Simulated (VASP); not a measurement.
# KI (Fm-3m) in VASP: notebook

KI is run at these levels: PBE, r2SCAN; tasks: single point.

Everything below comes from runs of VASP 6.6.1. Logs are shortened: lines on timing, memory, paths and dates and some standing lists are left out, and cuts for length are marked.

## 1. The cell of the first run

The structure is cubic, space group Fm-3m (No. 225). The conventional cell has a = 7.089 Å, b = 7.089 Å, c = 7.089 Å, α = 90.00°, β = 90.00°, γ = 90.00°. Within 4.7 Å of K (site symmetry m-3m) lie 6 I at 3.54 Å. I (site symmetry m-3m) has 6 K at 3.54 Å within 4.7 Å.

## 2. Single point, PBE

INCAR reads:

```
SYSTEM = KI
ALGO = Normal ; EDIFF = 1E-7
ENCUT = 520 ; GGA = PE
ISIF = 2 ; ISMEAR = 0
LASPH = .True. ; LCHARG = .True.
LELF = .True. ; LREAL = .False.
LVHAR = .True. ; LWAVE = .False.
NBANDS = 15 ; NELM = 60
PREC = Accurate ; SIGMA = 0.01
```

KPOINTS reads:

```
k-points
0
Gamma
  4 4 4
  0 0 0
```

POSCAR reads:

```
KI
1.0
    0.0000000000      3.5442847980      3.5442847980
    3.5442847980      0.0000000000      3.5442847980
    3.5442847980      3.5442847980      0.0000000000
K I
1 1
Direct
    0.0000000000      0.0000000000      0.0000000000
    0.5000000000      0.5000000000      0.5000000000
```

Potentials or basis: VASP PAW PBE potentials, release 64 (K_sv, I).

On the command line:

```sh
$ cat potpaw_PBE.64/K_sv/POTCAR potpaw_PBE.64/I/POTCAR > POTCAR
$ mpirun -np 1 vasp_std > vasp.out
```

OUTCAR:

```text
SYSTEM = KI
   EDIFF = 1E-7
   ENCUT = 520
   GGA = PE
   ISIF = 2
   ISMEAR = 0
   LASPH = .True.
   LREAL = .False.
   NELM = 60
   PREC = Accurate

 ion  position               nearest neighbor table
   1  0.000  0.000  0.000-   2 3.54   2 3.54   2 3.54   2 3.54   2 3.54   2 3.54
   2  0.500  0.500  0.500-   1 3.54   1 3.54   1 3.54   1 3.54   1 3.54   1 3.54

  LATTYP: Found a face centered cubic cell.
 ALAT       =     7.0885695960

  Lattice vectors:

 A1 = (   0.0000000000,   3.5442847980,   3.5442847980)
 A2 = (   3.5442847980,   0.0000000000,   3.5442847980)
 A3 = (   3.5442847980,   3.5442847980,   0.0000000000)

Analysis of symmetry for initial positions (statically):
=====================================================================
 Subroutine PRICEL returns:
 Original cell was already a primitive cell.

 Routine SETGRP: Setting up the symmetry group for a
 face centered cubic supercell.

 Subroutine GETGRP returns: Found 48 space group operations
 (whereof 48 operations were pure point group operations)
 out of a pool of 48 trial point group operations.

The static configuration has the point symmetry O_h .

Analysis of symmetry for dynamics (positions and initial velocities):
=====================================================================
 Subroutine PRICEL returns:
 Original cell was already a primitive cell.

 Routine SETGRP: Setting up the symmetry group for a
 face centered cubic supercell.

 Subroutine GETGRP returns: Found 48 space group operations
 (whereof 48 operations were pure point group operations)
 out of a pool of 48 trial point group operations.

The dynamic configuration has the point symmetry O_h .

 Subroutine INISYM returns: Found 48 space group operations
 (whereof 48 operations are pure point group operations),
 and found     1 'primitive' translations

----------------------------------------------------------------------------------------

                                     Primitive cell

  volume of cell :      89.0463

  direct lattice vectors                    reciprocal lattice vectors
     0.000000000  3.544284798  3.544284798    -0.141072185  0.141072185  0.141072185
     3.544284798  0.000000000  3.544284798     0.141072185 -0.141072185  0.141072185
     3.544284798  3.544284798  0.000000000     0.141072185  0.141072185 -0.141072185

  length of vectors
     5.012375630  5.012375630  5.012375630     0.244344192  0.244344192  0.244344192

  position of ions in fractional coordinates (direct lattice)
     0.000000000  0.000000000  0.000000000
     0.500000000  0.500000000  0.500000000

  ion indices of the primitive-cell ions
   primitive index   ion index
                 1           1
                 2           2

----------------------------------------------------------------------------------------

 KPOINTS: k-points

Automatic generation of k-mesh.
 Grid dimensions read from file:
 generate k-points for:    4    4    4

 Generating k-lattice:

  Cartesian coordinates                     Fractional coordinates (reciprocal lattice)
    -0.035268046  0.035268046  0.035268046     0.250000000  0.000000000  0.000000000
     0.035268046 -0.035268046  0.035268046     0.000000000  0.250000000  0.000000000
     0.035268046  0.035268046 -0.035268046     0.000000000  0.000000000  0.250000000

  Length of vectors
     0.061086048  0.061086048  0.061086048

  Shift w.r.t. Gamma in fractional coordinates (k-lattice)
     0.000000000  0.000000000  0.000000000

 Subroutine IBZKPT returns following result:
 ===========================================

 Found      8 irreducible k-points:

 Following reciprocal coordinates:
            Coordinates               Weight
  0.000000  0.000000  0.000000      1.000000
  0.250000  0.000000  0.000000      8.000000
  0.500000  0.000000  0.000000      4.000000
  0.250000  0.250000  0.000000      6.000000
  0.500000  0.250000  0.000000     24.000000
 -0.250000  0.250000  0.000000     12.000000
  0.500000  0.500000  0.000000      3.000000
 -0.250000  0.500000  0.250000      6.000000
   k-points           NKPTS =      8   k-points in BZ     NKDIM =      8   number of bands    NBANDS=     15
   number of dos      NEDOS =    301   number of ions     NIONS =      2
   total plane-waves  NPLWV =  64000
   dimension x,y,z NGX =    40 NGY =   40 NGZ =   40
   dimension x,y,z NGXF=    80 NGYF=   80 NGZF=   80
   ions per type =               1   1
   NGX,Y,Z   is equivalent  to a cutoff of  13.27, 13.27, 13.27 a.u.
   NGXF,Y,Z  is equivalent  to a cutoff of  26.53, 26.53, 26.53 a.u.
 SYSTEM =  KI
   PREC   = accura    normal or accurate (medium, high low for compatibility)
   ISTART =      0    job   : 0-new  1-cont  2-samecut
   ICHARG =      2    charge: 1-file 2-atom 10-const
   ISPIN  =      1    spin polarized calculation?
   LNONCOLLINEAR =      F non collinear calculations
   LSORBIT =      F    spin-orbit coupling
   LASPH  =      T    aspherical Exc in radial PAW
   ENCUT  =  520.0 eV  38.22 Ry    6.18 a.u.   9.32  9.32  9.32*2*pi/ulx,y,z
   NELM   =     60;   NELMIN=  2; NELMDL= -5     # of ELM steps
   EDIFF  = 0.1E-06   stopping-criterion for ELM
   LREAL  =      F    real-space projection
   EDIFFG = 0.1E-05   stopping-criterion for IOM
   NSW    =      0    number of steps for IOM
   IBRION =     -1    ionic relax: 0-MD 1-quasi-New 2-CG
   NFREE  =      0    steps in history (QN), initial steepest desc. (CG)
   ISIF   =      2    stress and relaxation
   ISYM   =      2    0-nonsym 1-usesym 2-fastsym
   POTIM  = 0.5000    time-step for ionic-motion
   TEBEG  =    0.0;   TEEND  =   0.0 temperature during run
   PSTRESS=    0.0 pullay stress
   NELECT =      16.0000    total number of electrons
   NUPDOWN=      -1.0000    fix difference up-down
   EMIN   =  10.00;   EMAX   =-10.00  energy-range for DOS
   EFERMI =   0.00;   METHOD = LEGACY
   ISMEAR =     0;   SIGMA  =   0.01  broadening in eV -4-tet -1-fermi 0-gaus
   EFERMI_NEDOS =   21; number of points for ismear=-14 and -15
   IALGO  =     38    algorithm
   IMIX   =      4    mixing-type and parameters
     AMIX     =   0.40;   BMIX     =  1.00
     AMIX_MAG =   1.60;   BMIX_MAG =  1.00
  volume/ion in A,a.u.               =      44.52       300.46
  Fermi-wavevector in a.u.,A,eV,Ry     =   0.923796  1.745722 11.611206  0.853400
  Thomas-Fermi vector in A             =   2.049472
   LORBIT       =      0    0 simple, 1 ext, 2 COOP (PROOUT), +10 PAW based schemes
   GGA     = PE    functional components
   LHFCALC =     F    Hartree Fock is set to
   AEXX    =    0.0000 exact exchange contribution
   IVDW    =     0    specifies the selected vdW correction
   LEPSILON=     F    determine dielectric tensor
   LRPA    =     F    only Hartree local field effects (RPA)
 non-spin polarized calculation
 Gauss-broadening in eV      SIGMA  =   0.01
  energy-cutoff  :      520.00
  volume of cell :       89.05
 maximum number of plane-waves:      2421
 NGX is ok and might be reduce to    40
   NGX = 19   NGY = 19   NGZ = 19

 number of electron      15.9999999 magnetization

 Free energy of the ion-electron system (eV)
  ---------------------------------------------------
  ext. energy  EPLUGINS =         0.00000000
  ---------------------------------------------------
  free energy    TOTEN  =        -5.55859440 eV

  energy without entropy =       -5.55859440  energy(sigma->0) =       -5.55859440

 E-fermi :  -0.3195     XC(G=0):  -7.1389

 val. band max:       -0.4646562755   @ k =   0.0000   0.0000   0.0000
 cond. band min:       3.4753094201   @ k =   0.0000   0.0000   0.0000
 fundamental gap:      3.9399656956
 Fermi energy:        -0.3194710304

 k-point     1 :       0.0000    0.0000    0.0000
  band No.  band energies     occupation
      1     -28.9853      2.00000
      2     -12.4717      2.00000
      3     -12.4717      2.00000
      4     -12.4717      2.00000
      5     -10.9518      2.00000
      6      -0.4647      2.00000
      7      -0.4647      2.00000
      8      -0.4647      2.00000
      9       3.4753      0.00000
     10       6.0350      0.00000
     11       6.0350      0.00000
     12       6.0350      0.00000
     13       6.7455      0.00000
     14       6.7455      0.00000
     15       9.3133      0.00000

 k-point     2 :       0.2500    0.0000    0.0000
  band No.  band energies     occupation
      1     -28.9844      2.00000
      2     -12.5452      2.00000
      3     -12.4729      2.00000
      4     -12.4729      2.00000
      5     -10.8161      2.00000
      6      -1.2113      2.00000
      7      -0.6364      2.00000
      8      -0.6364      2.00000
      9       4.5678      0.00000
     10       6.0978      0.00000
     11       6.6380      0.00000
     12       6.6380      0.00000
     13       7.4324      0.00000
     14       7.4324      0.00000
     15       9.7916      0.00000

 k-point     3 :       0.5000    0.0000    0.0000
  band No.  band energies     occupation
      1     -28.9834      2.00000
      2     -12.6096      2.00000
      3     -12.4740      2.00000
      4     -12.4740      2.00000
      5     -10.6870      2.00000
      6      -1.7622      2.00000
      7      -0.7925      2.00000
      8      -0.7925      2.00000
      9       5.0478      0.00000
     10       7.2169      0.00000
     11       7.6585      0.00000
     12       7.6585      0.00000
     13       8.2218      0.00000
     14       8.2218      0.00000
     15       8.8007      0.00000

 k-point     4 :       0.2500    0.2500    0.0000
  band No.  band energies     occupation
      1     -28.9841      2.00000
      2     -12.5255      2.00000
      3     -12.4804      2.00000
      4     -12.4804      2.00000
      5     -10.8254      2.00000
      6      -1.2331      2.00000
      7      -0.6666      2.00000
      8      -0.6666      2.00000
      9       4.7973      0.00000
     10       5.0700      0.00000
     11       7.1282      0.00000
     12       7.4118      0.00000
     13       7.4118      0.00000
     14       7.6152      0.00000
     15       9.6563      0.00000

 k-point     5 :       0.5000    0.2500    0.0000
  band No.  band energies     occupation
      1     -28.9831      2.00000
      2     -12.5562      2.00000
      3     -12.4897      2.00000
      4     -12.4817      2.00000
      5     -10.7480      2.00000
      6      -1.4783      2.00000
      7      -0.9968      2.00000
      8      -0.8097      2.00000
      9       5.1988      0.00000
     10       6.2140      0.00000
     11       6.8402      0.00000
     12       7.7706      0.00000
     13       8.2380      0.00000
     14       8.5952      0.00000
     15       9.2943      0.00000

 k-point     6 :      -0.2500    0.2500    0.0000
  band No.  band energies     occupation
      1     -28.9834      2.00000
      2     -12.5672      2.00000
      3     -12.4911      2.00000
      4     -12.4741      2.00000
      5     -10.7382      2.00000
      6      -1.4726      2.00000
      7      -0.9561      2.00000
      8      -0.7831      2.00000
      9       5.6668      0.00000
     10       6.0555      0.00000
     11       6.7185      0.00000
     12       7.2460      0.00000
     13       8.1145      0.00000
     14       8.4387      0.00000
     15       9.2442      0.00000

 k-point     7 :       0.5000    0.5000    0.0000
  band No.  band energies     occupation
      1     -28.9828      2.00000
      2     -12.5150      2.00000
      3     -12.4892      2.00000
      4     -12.4892      2.00000
      5     -10.8124      2.00000
      6      -1.4469      2.00000
      7      -0.8257      2.00000
      8      -0.8257      2.00000
      9       4.4853      0.00000
     10       5.2778      0.00000
     11       7.6200      0.00000
     12       8.2171      0.00000
     13       8.2945      0.00000
     14       9.1255      0.00000
     15       9.1255      0.00000

 k-point     8 :      -0.2500    0.5000    0.2500
  band No.  band energies     occupation
      1     -28.9828      2.00000
      2     -12.5190      2.00000
      3     -12.5020      2.00000
      4     -12.5020      2.00000
      5     -10.7574      2.00000
      6      -1.1804      2.00000
      7      -1.1804      2.00000
      8      -1.0524      2.00000
      9       5.9949      0.00000
     10       5.9949      0.00000
     11       6.1436      0.00000
     12       7.6882      0.00000
     13       8.3329      0.00000
     14       9.1568      0.00000
     15       9.5122      0.00000

------------------------ aborting loop because EDIFF is reached ----------------------------------------

  FORCE on cell =-STRESS in cart. coord.  units (eV):
  Direction    XX          YY          ZZ          XY          YZ          ZX
  --------------------------------------------------------------------------------------
  -------------------------------------------------------------------------------------
  Total        0.2716761      0.2716761      0.2716761      0.0000000      0.0000000      0.0000000
  in kB        4.8881694      4.8881694      4.8881694      0.0000000      0.0000000      0.0000000
  external PRESSURE =       4.8881694 kB  Pullay stress =       0.0000000 kB

 VOLUME and BASIS-vectors are now :
 -----------------------------------------------------------------------------
  energy-cutoff  :      520.00
  volume of cell :       89.05
      direct lattice vectors                 reciprocal lattice vectors
     0.000000000  3.544284798  3.544284798    -0.141072185  0.141072185  0.141072185
     3.544284798  0.000000000  3.544284798     0.141072185 -0.141072185  0.141072185
     3.544284798  3.544284798  0.000000000     0.141072185  0.141072185 -0.141072185

 POSITION                                       TOTAL-FORCE (eV/Angst)
 -----------------------------------------------------------------------------------
      0.00000      0.00000      0.00000         0.000000     -0.000000      0.000000
      3.54428      3.54428      3.54428         0.000000      0.000000      0.000000
 -----------------------------------------------------------------------------------
    total drift:                                0.000000     -0.000000     -0.000000

  FREE ENERGIE OF THE ION-ELECTRON SYSTEM (eV)
  ---------------------------------------------------
  free  energy   TOTEN  =        -5.5585943975 eV

  energy  without entropy=       -5.5585943975  energy(sigma->0) =       -5.55859440
```

It took 17 s on 1 thread of Intel Xeon Platinum 8488C (Sapphire Rapids), shared host; peak memory 0.23 GiB.

Results:

- Free energy: -5.5586 eV
- Pressure: 0.5 GPa
- Band gap on the k mesh: 3.94 eV, direct

Levels at points of the mesh, in eV from the valence-band top:
```
           k point  band 4  band 5  band 6  band 7  band 8  band 9  band 10  band 11  band 12  band 13
(0.00, 0.00, 0.00)  -12.01  -10.49    0.00    0.00    0.00    3.94     6.50     6.50     6.50     7.21
(0.50, 0.00, 0.00)  -12.01  -10.22   -1.30   -0.33   -0.33    5.51     7.68     8.12     8.12     8.69
(0.50, 0.50, 0.00)  -12.02  -10.35   -0.98   -0.36   -0.36    4.95     5.74     8.08     8.68     8.76
```

Caveat: spin-orbit coupling is left out, which moves the levels of the heavy elements.

## 3. Single point, PBE

INCAR reads:

```
PREC = Accurate
ENCUT = 520
EDIFF = 1E-6
ISMEAR = -1
SIGMA = 0.02
LREAL = F
LASPH = T
NELM = 100
ALGO = Normal
ISIF = 2
LWAVE = F
LCHARG = T
GGA = PE
LELF = T
LVHAR = T
NBANDS = 15
```

KPOINTS reads:

```
Automatic mesh
0
Gamma
  6 6 6
```

POSCAR is that of step 2.

Potentials or basis: VASP PAW PBE potentials, release 64 (K_sv, I).

On the command line:

```sh
$ cat potpaw_PBE.64/K_sv/POTCAR potpaw_PBE.64/I/POTCAR > POTCAR
$ mpirun -np 1 vasp_std > vasp.out
```

It took 24 s on 1 thread of Intel Xeon Platinum 8488C (Sapphire Rapids), shared host; peak memory 0.24 GiB.

The run converged. Its results:

| Property | Result |
| --- | --- |
| Free energy | -5.5594 eV |
| Pressure | 0.5 GPa |
| Band gap on the k mesh | 3.94 eV, direct |

Levels at points of the mesh, in eV from the valence-band top:
| k point | band 6 | band 7 | band 8 | band 9 | band 10 | band 11 |
| --- | --- | --- | --- | --- | --- | --- |
| (0.00, 0.00, 0.00) | 0.00 | 0.00 | 0.00 | 3.94 | 6.50 | 6.50 |
| (0.50, 0.00, 0.00) | -1.30 | -0.33 | -0.33 | 5.51 | 7.68 | 8.12 |
| (0.50, 0.50, 0.00) | -0.98 | -0.36 | -0.36 | 4.95 | 5.74 | 8.09 |

Caveat: spin-orbit coupling is left out, which moves the levels of the heavy elements. PBE gaps usually lie below the measured ones, often by a third to a half.

[end of part 1 of 2]
